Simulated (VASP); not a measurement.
# AlAs (lda) (F-43m) in VASP: further runs

Runs on AlAs (lda). Level: LDA. Tasks: single point.

Program: VASP 6.6.1. These are calculated values, not measurements. Logs are shortened: lines on timing, memory, paths and dates and some standing lists are left out, and cuts for length are marked.

## 1. The cell of the first run

Symmetry: F-43m, No. 216, cubic system. The conventional cell has a = 5.661 Å, b = 5.661 Å, c = 5.661 Å, α = 90.00°, β = 90.00°, γ = 90.00°. Al (site symmetry -43m) has 4 As at 2.45 Å within 3.2 Å. As (site symmetry -43m) has 4 Al at 2.45 Å within 3.2 Å.

## 2. Single point, LDA

INCAR

```
SYSTEM = AlAs
ALGO     = Normal         ! electronic algorithm
EDIFF    = 1E-6           ! SCF threshold, eV
ENCUT    = 500            ! plane-wave cutoff, eV
GGA      = CA             ! functional
GGA_COMPAT= .False.      
ISIF     = 2              ! what is computed and relaxed
ISMEAR   = 0              ! smearing method
LASPH    = .True.         ! aspherical terms in the spheres
LCHARG   = .False.        ! write CHGCAR
LREAL    = .False.        ! projectors in reciprocal space
LWAVE    = .False.        ! write WAVECAR
NBANDS   = 11             ! bands
NELM     = 120            ! most SCF steps
PREC     = Accurate       ! precision mode
SIGMA    = 0.1            ! smearing width, eV
```

KPOINTS

```
k-points
0
Gamma
  6 6 6
  0 0 0
```

POSCAR

```
AlAs
1.0
    0.0000000000      2.8305000000      2.8305000000
    2.8305000000      0.0000000000      2.8305000000
    2.8305000000      2.8305000000      0.0000000000
Al As
1 1
Direct
    0.0000000000      0.0000000000      0.0000000000
    0.2500000000      0.2500000000      0.2500000000
```

Potentials or basis: VASP PAW LDA potentials, release 64 (Al, As).

The run is started by

```bash
cat potpaw_LDA.64/Al/POTCAR potpaw_LDA.64/As/POTCAR > POTCAR
mpirun -np 1 vasp_std > vasp.out
```

OUTCAR:

```text
SYSTEM = AlAs
   EDIFF = 1E-6
   ENCUT = 500
   GGA = CA
   ISIF = 2
   ISMEAR = 0
   LASPH = .True.
   LREAL = .False.
   NELM = 120
   PREC = Accurate

 ion  position               nearest neighbor table
   1  0.000  0.000  0.000-   2 2.45   2 2.45   2 2.45   2 2.45
   2  0.250  0.250  0.250-   1 2.45   1 2.45   1 2.45   1 2.45

  LATTYP: Found a face centered cubic cell.
 ALAT       =     5.6610000000

  Lattice vectors:

 A1 = (   0.0000000000,   2.8305000000,   2.8305000000)
 A2 = (   2.8305000000,   0.0000000000,   2.8305000000)
 A3 = (   2.8305000000,   2.8305000000,   0.0000000000)

Analysis of symmetry for initial positions (statically):
=====================================================================
 Subroutine PRICEL returns:
 Original cell was already a primitive cell.

 Routine SETGRP: Setting up the symmetry group for a
 face centered cubic supercell.

 Subroutine GETGRP returns: Found 24 space group operations
 (whereof 24 operations were pure point group operations)
 out of a pool of 48 trial point group operations.

The static configuration has the point symmetry T_d .

Analysis of symmetry for dynamics (positions and initial velocities):
=====================================================================
 Subroutine PRICEL returns:
 Original cell was already a primitive cell.

 Routine SETGRP: Setting up the symmetry group for a
 face centered cubic supercell.

 Subroutine GETGRP returns: Found 24 space group operations
 (whereof 24 operations were pure point group operations)
 out of a pool of 48 trial point group operations.

The dynamic configuration has the point symmetry T_d .

 Subroutine INISYM returns: Found 24 space group operations
 (whereof 24 operations are pure point group operations),
 and found     1 'primitive' translations

----------------------------------------------------------------------------------------

                                     Primitive cell

  volume of cell :      45.3544

  direct lattice vectors                    reciprocal lattice vectors
     0.000000000  2.830500000  2.830500000    -0.176647235  0.176647235  0.176647235
     2.830500000  0.000000000  2.830500000     0.176647235 -0.176647235  0.176647235
     2.830500000  2.830500000  0.000000000     0.176647235  0.176647235 -0.176647235

  length of vectors
     4.002931488  4.002931488  4.002931488     0.305961987  0.305961987  0.305961987

  position of ions in fractional coordinates (direct lattice)
     0.000000000  0.000000000  0.000000000
     0.250000000  0.250000000  0.250000000

  ion indices of the primitive-cell ions
   primitive index   ion index
                 1           1
                 2           2

----------------------------------------------------------------------------------------

 KPOINTS: k-points

Automatic generation of k-mesh.
 Grid dimensions read from file:
 generate k-points for:    6    6    6

 Generating k-lattice:

  Cartesian coordinates                     Fractional coordinates (reciprocal lattice)
    -0.029441206  0.029441206  0.029441206     0.166666667  0.000000000  0.000000000
     0.029441206 -0.029441206  0.029441206     0.000000000  0.166666667  0.000000000
     0.029441206  0.029441206 -0.029441206     0.000000000  0.000000000  0.166666667

  Length of vectors
     0.050993664  0.050993664  0.050993664

  Shift w.r.t. Gamma in fractional coordinates (k-lattice)
     0.000000000  0.000000000  0.000000000

 Subroutine IBZKPT returns following result:
 ===========================================

 Found     16 irreducible k-points:

 Following reciprocal coordinates:
            Coordinates               Weight
  0.000000  0.000000  0.000000      1.000000
  0.166667  0.000000  0.000000      8.000000
  0.333333  0.000000  0.000000      8.000000
  0.500000  0.000000  0.000000      4.000000
  0.166667  0.166667  0.000000      6.000000
  0.333333  0.166667  0.000000     24.000000
[... 8 lines left out ...]
 -0.333333  0.333333  0.166667     24.000000
 -0.333333  0.500000  0.166667     12.000000
   k-points           NKPTS =     16   k-points in BZ     NKDIM =     16   number of bands    NBANDS=     11
   number of dos      NEDOS =    301   number of ions     NIONS =      2
   total plane-waves  NPLWV =  27000
   dimension x,y,z NGX =    30 NGY =   30 NGZ =   30
   dimension x,y,z NGXF=    60 NGYF=   60 NGZF=   60
   ions per type =               1   1
   NGX,Y,Z   is equivalent  to a cutoff of  12.46, 12.46, 12.46 a.u.
   NGXF,Y,Z  is equivalent  to a cutoff of  24.92, 24.92, 24.92 a.u.
 SYSTEM =  AlAs
   PREC   = accura    normal or accurate (medium, high low for compatibility)
   ISTART =      0    job   : 0-new  1-cont  2-samecut
   ICHARG =      2    charge: 1-file 2-atom 10-const
   ISPIN  =      1    spin polarized calculation?
   LNONCOLLINEAR =      F non collinear calculations
   LSORBIT =      F    spin-orbit coupling
   LASPH  =      T    aspherical Exc in radial PAW
   ENCUT  =  500.0 eV  36.75 Ry    6.06 a.u.   7.30  7.30  7.30*2*pi/ulx,y,z
   NELM   =    120;   NELMIN=  2; NELMDL= -5     # of ELM steps
   EDIFF  = 0.1E-05   stopping-criterion for ELM
   LREAL  =      F    real-space projection
   EDIFFG = 0.1E-04   stopping-criterion for IOM
   NSW    =      0    number of steps for IOM
   IBRION =     -1    ionic relax: 0-MD 1-quasi-New 2-CG
   NFREE  =      0    steps in history (QN), initial steepest desc. (CG)
   ISIF   =      2    stress and relaxation
   ISYM   =      2    0-nonsym 1-usesym 2-fastsym
   POTIM  = 0.5000    time-step for ionic-motion
   TEBEG  =    0.0;   TEEND  =   0.0 temperature during run
   PSTRESS=    0.0 pullay stress
   NELECT =       8.0000    total number of electrons
   NUPDOWN=      -1.0000    fix difference up-down
   EMIN   =  10.00;   EMAX   =-10.00  energy-range for DOS
   EFERMI =   0.00;   METHOD = LEGACY
   ISMEAR =     0;   SIGMA  =   0.10  broadening in eV -4-tet -1-fermi 0-gaus
   EFERMI_NEDOS =   21; number of points for ismear=-14 and -15
   IALGO  =     38    algorithm
   IMIX   =      4    mixing-type and parameters
     AMIX     =   0.40;   BMIX     =  1.00
     AMIX_MAG =   1.60;   BMIX_MAG =  1.00
  volume/ion in A,a.u.               =      22.68       153.03
  Fermi-wavevector in a.u.,A,eV,Ry     =   0.918118  1.734991 11.468895  0.842940
  Thomas-Fermi vector in A             =   2.043163
   LORBIT       =      0    0 simple, 1 ext, 2 COOP (PROOUT), +10 PAW based schemes
   GGA     = CA    functional components
   LHFCALC =     F    Hartree Fock is set to
   AEXX    =    0.0000 exact exchange contribution
   IVDW    =     0    specifies the selected vdW correction
   LEPSILON=     F    determine dielectric tensor
   LRPA    =     F    only Hartree local field effects (RPA)
 non-spin polarized calculation
 Gauss-broadening in eV      SIGMA  =   0.10
  energy-cutoff  :      500.00
  volume of cell :       45.35
 maximum number of plane-waves:      1167
 NGX is ok and might be reduce to    30
   NGX = 15   NGY = 15   NGZ = 15

 number of electron       8.0000000 magnetization

 Free energy of the ion-electron system (eV)
  ---------------------------------------------------
  ext. energy  EPLUGINS =         0.00000000
  ---------------------------------------------------
  free energy    TOTEN  =       -10.50120142 eV

  energy without entropy =      -10.50120142  energy(sigma->0) =      -10.50120142

 E-fermi :   4.2590     XC(G=0):  -9.2769

 val. band max:        3.7869128042   @ k =   0.0000   0.0000   0.0000
 cond. band min:       5.1203674908   @ k =   0.5000   0.5000   0.0000
 fundamental gap:      1.3334546867
 Fermi energy:         4.2589587445

 k-point     1 :       0.0000    0.0000    0.0000
  band No.  band energies     occupation
      1      -8.1072      2.00000
      2       3.7869      2.00000
      3       3.7869      2.00000
      4       3.7869      2.00000
      5       5.6671      0.00000
      6       8.0279      0.00000
      7       8.0279      0.00000
      8       8.0279      0.00000
      9      12.4080      0.00000
     10      12.8164      0.00000
     11      12.8164      0.00000

 k-point     2 :       0.1667    0.0000    0.0000
  band No.  band energies     occupation
      1      -7.8396      2.00000
      2       1.6582      2.00000
      3       3.5233      2.00000
      4       3.5233      2.00000
      5       6.4863      0.00000
      6       8.4625      0.00000
      7       8.4625      0.00000
      8       8.8818      0.00000
      9      11.9996      0.00000
     10      11.9996      0.00000
     11      13.3177      0.00000

 k-point     3 :       0.3333    0.0000    0.0000
  band No.  band energies     occupation
      1      -7.1625      2.00000
      2      -0.7357      2.00000
      3       3.1230      2.00000
      4       3.1230      2.00000
      5       6.0333      0.00000
      6       8.5997      0.00000
      7       8.5997      0.00000
      8      11.1404      0.00000
      9      12.7951      0.00000
     10      12.7951      0.00000
     11      12.9631      0.00000

 k-point     4 :       0.5000    0.0000    0.0000
  band No.  band energies     occupation
      1      -6.6912      2.00000
      2      -1.8122      2.00000
      3       2.9617      2.00000
      4       2.9617      2.00000
      5       5.8051      0.00000
      6       8.4182      0.00000
      7       8.4182      0.00000
      8      11.3664      0.00000
      9      14.7652      0.00000
     10      15.2720      0.00000
     11      15.2720      0.00000

 k-point     5 :       0.1667    0.1667    0.0000
  band No.  band energies     occupation
      1      -7.7491      2.00000
      2       1.7442      2.00000
      3       2.9999      2.00000
      4       2.9999      2.00000
      5       6.9955      0.00000
      6       7.5982      0.00000
      7       9.3524      0.00000
      8       9.3524      0.00000
      9      10.6454      0.00000
     10      13.3024      0.00000
     11      14.2308      0.00000
[... 99 lines left out ...]
 k-point    13 :       0.5000    0.5000    0.0000
  band No.  band energies     occupation
      1      -6.1450      2.00000
      2      -1.6641      2.00000
      3       1.6081      2.00000
      4       1.6081      2.00000
      5       5.1204      0.00000
      6       5.9801      0.00000
      7      13.9849      0.00000
      8      13.9849      0.00000
      9      15.3542      0.00000
     10      16.3264      0.00000
     11      16.3264      0.00000

 k-point    14 :       0.5000    0.3333    0.1667
  band No.  band energies     occupation
      1      -6.6390      2.00000
      2      -0.8772      2.00000
      3       1.0452      2.00000
      4       2.1292      2.00000
      5       7.3734      0.00000
      6       8.2457      0.00000
      7       8.8557      0.00000
      8      11.6281      0.00000
      9      12.9744      0.00000
     10      14.3854      0.00000
     11      16.6820      0.00000

 k-point    15 :      -0.3333    0.3333    0.1667
  band No.  band energies     occupation
      1      -6.2805      2.00000
      2      -1.3561      2.00000
      3       0.5878      2.00000
      4       1.7465      2.00000
      5       7.6393      0.00000
      6       8.2821      0.00000
      7      10.4109      0.00000
      8      11.1048      0.00000
      9      12.0560      0.00000
     10      15.1722      0.00000
     11      16.5018      0.00000

 k-point    16 :      -0.3333    0.5000    0.1667
  band No.  band energies     occupation
      1      -6.1210      2.00000
      2      -1.4234      2.00000
      3       0.8292      2.00000
      4       1.0786      2.00000
      5       6.8712      0.00000
      6       7.8150      0.00000
      7      10.8173      0.00000
      8      11.5221      0.00000
      9      14.2499      0.00000
     10      16.0300      0.00000
     11      16.2468      0.00000

------------------------ aborting loop because EDIFF is reached ----------------------------------------

  FORCE on cell =-STRESS in cart. coord.  units (eV):
  Direction    XX          YY          ZZ          XY          YZ          ZX
  --------------------------------------------------------------------------------------
  -------------------------------------------------------------------------------------
  Total       -0.2539019     -0.2539019     -0.2539019      0.0000000      0.0000000     -0.0000000
  in kB       -8.9692684     -8.9692684     -8.9692684      0.0000000      0.0000000     -0.0000000
  external PRESSURE =      -8.9692684 kB  Pullay stress =       0.0000000 kB

 VOLUME and BASIS-vectors are now :
 -----------------------------------------------------------------------------
  energy-cutoff  :      500.00
  volume of cell :       45.35
      direct lattice vectors                 reciprocal lattice vectors
     0.000000000  2.830500000  2.830500000    -0.176647235  0.176647235  0.176647235
     2.830500000  0.000000000  2.830500000     0.176647235 -0.176647235  0.176647235
     2.830500000  2.830500000  0.000000000     0.176647235  0.176647235 -0.176647235

 POSITION                                       TOTAL-FORCE (eV/Angst)
 -----------------------------------------------------------------------------------
      0.00000      0.00000      0.00000        -0.000000     -0.000000     -0.000000
      1.41525      1.41525      1.41525         0.000000      0.000000      0.000000
 -----------------------------------------------------------------------------------
    total drift:                               -0.000000     -0.000000     -0.000000

  FREE ENERGIE OF THE ION-ELECTRON SYSTEM (eV)
  ---------------------------------------------------
  free  energy   TOTEN  =       -10.5012014188 eV

  energy  without entropy=      -10.5012014188  energy(sigma->0) =      -10.50120142
```

Run time: 5 s. Hardware: 1 thread of Intel Xeon Platinum 8559C (Emerald Rapids), shared host; peak memory 0.14 GiB.

Results:

| Property | Result |
| --- | --- |
| Free energy | -10.5012 eV |
| Pressure | -0.9 GPa |
| Band gap on the k mesh | 1.33 eV, indirect (least direct gap 1.88 eV) |

Levels at points of the mesh, in eV from the valence-band top:
| k point | band 1 | band 2 | band 3 | band 4 | band 5 | band 6 | band 7 | band 8 | band 9 |
| --- | --- | --- | --- | --- | --- | --- | --- | --- | --- |
| (0.00, 0.00, 0.00) | -11.89 | 0.00 | 0.00 | 0.00 | 1.88 | 4.24 | 4.24 | 4.24 | 8.62 |
| (0.50, 0.00, 0.00) | -10.48 | -5.60 | -0.83 | -0.83 | 2.02 | 4.63 | 4.63 | 7.58 | 10.98 |
| (0.50, 0.50, 0.00) | -9.93 | -5.45 | -2.18 | -2.18 | 1.33 | 2.19 | 10.20 | 10.20 | 11.57 |

## 3. Single point, LDA

This run uses another cell than the first one, of 22.29 Å³/atom, 0.983 times its volume.

INCAR

```
SYSTEM = AlAs
PREC     = Accurate       ! precision mode
ENCUT    = 500            ! plane-wave cutoff, eV
EDIFF    = 1E-6           ! SCF threshold, eV
ISMEAR   = 0              ! smearing method
SIGMA    = 0.02           ! smearing width, eV
LREAL    = .False.        ! projectors in reciprocal space
LASPH    = .True.         ! aspherical terms in the spheres
NELM     = 120            ! most SCF steps
ALGO     = Normal         ! electronic algorithm
ISIF     = 2              ! what is computed and relaxed
LWAVE    = .False.        ! write WAVECAR
LCHARG   = .False.        ! write CHGCAR
NBANDS   = 11             ! bands
GGA_COMPAT= .False.
```

KPOINTS

```
regular mesh
0
Gamma
  8 8 8
  0 0 0
```

POSCAR

```
AlAs
1.0
    0.0000000000      2.8144363746      2.8144363746
    2.8144363746      0.0000000000      2.8144363746
    2.8144363746      2.8144363746      0.0000000000
Al As
1 1
Direct
    0.0000000000      0.0000000000      0.0000000000
    0.2500000000      0.2500000000      0.2500000000
```

Potentials or basis: VASP PAW LDA potentials, release 64 (Al, As).

The run is started by

```bash
cat potpaw_LDA.64/Al/POTCAR potpaw_LDA.64/As/POTCAR > POTCAR
mpirun -np 1 vasp_std > vasp.out
```

It took 9.4 s on 1 thread of Intel Xeon Platinum 8559C (Emerald Rapids), shared host; peak memory 0.14 GiB.

It converged, with:

| Quantity | Value |
| --- | --- |
| Free energy | -10.5139 eV |
| Pressure | 0.4 GPa |
| Band gap on the k mesh | 1.31 eV, indirect (least direct gap 2.02 eV) |

Levels at points of the mesh, in eV from the valence-band top:
```
           k point  band 2  band 3  band 4  band 5  band 6  band 7
(0.00, 0.00, 0.00)    0.00    0.00    0.00    2.02    4.27    4.27
(0.50, 0.00, 0.00)   -5.67   -0.84   -0.84    2.09    4.65    4.65
(0.50, 0.50, 0.00)   -5.51   -2.22   -2.22    1.31    2.20   10.33
```

A k mesh can miss the band edges. A hybrid or GW would open this gap; LDA tends to underestimate it.

## 4. Single point, LDA

This run uses another cell than the first one, of 22.29 Å³/atom, 0.983 times its volume.

INCAR

```
SYSTEM = AlAs
PREC = Accurate
ENCUT = 500
EDIFF = 1E-6
ISMEAR = 0
SIGMA = 0.01
LREAL = .False.
LASPH = .True.
NELM = 120
ALGO = Normal
ISIF = 2
LWAVE = .False.
LCHARG = .True.
LELF = .True.
LVHAR = .True.
NBANDS = 11
GGA_COMPAT = .False.
```

KPOINTS

```
Automatic mesh
0
Gamma
  8 8 8
  0 0 0
```

POSCAR is that of step 3.

The run is started by

```bash
cat potpaw_LDA.64/Al/POTCAR potpaw_LDA.64/As/POTCAR > POTCAR
mpirun -np 1 vasp_std > vasp.out
```

Run time: 8.7 s. Hardware: 1 thread of Intel Xeon Platinum 8559C (Emerald Rapids), shared host; peak memory 0.15 GiB.

It converged, with:

| Quantity | Value |
| --- | --- |
| Free energy | -10.5139 eV |
| Pressure | 0.4 GPa |
| Band gap on the k mesh | 1.31 eV, indirect (least direct gap 2.02 eV) |

Levels at points of the mesh, in eV from the valence-band top:
```
           k point  band 1  band 2  band 3  band 4  band 5  band 6  band 7  band 8
(0.00, 0.00, 0.00)  -11.99    0.00    0.00    0.00    2.02    4.27    4.27    4.27
(0.50, 0.00, 0.00)  -10.54   -5.67   -0.84   -0.84    2.09    4.65    4.65    7.62
(0.50, 0.50, 0.00)   -9.97   -5.51   -2.22   -2.22    1.31    2.20   10.33   10.33
```

A k mesh can miss the band edges. Expect the measured gap to be larger: semilocal functionals such as LDA lack the derivative discontinuity.

## 5. Summary

| cell | k mesh | smearing | gap on the mesh (eV) | pressure (GPa) |
| --- | --- | --- | --- | --- |
| a = 4.003 Å, angles 60.0°, 2 atoms | 6 × 6 × 6 | gaussian 0.1 eV | 1.33 | -0.9 |
| a = 3.980 Å, angles 60.0°, 2 atoms | 8 × 8 × 8 | gaussian 0.02 eV | 1.31 | 0.4 |
| a = 3.980 Å, angles 60.0°, 2 atoms | 8 × 8 × 8 | gaussian 0.01 eV | 1.31 | 0.4 |

Alike in all rows: task single point; level LDA; potentials or basis VASP PAW LDA potentials, release 64 (Al, As); no spin polarisation; cutoff (eV) 500.

Absolute energies hang on the potentials; compare differences alone.
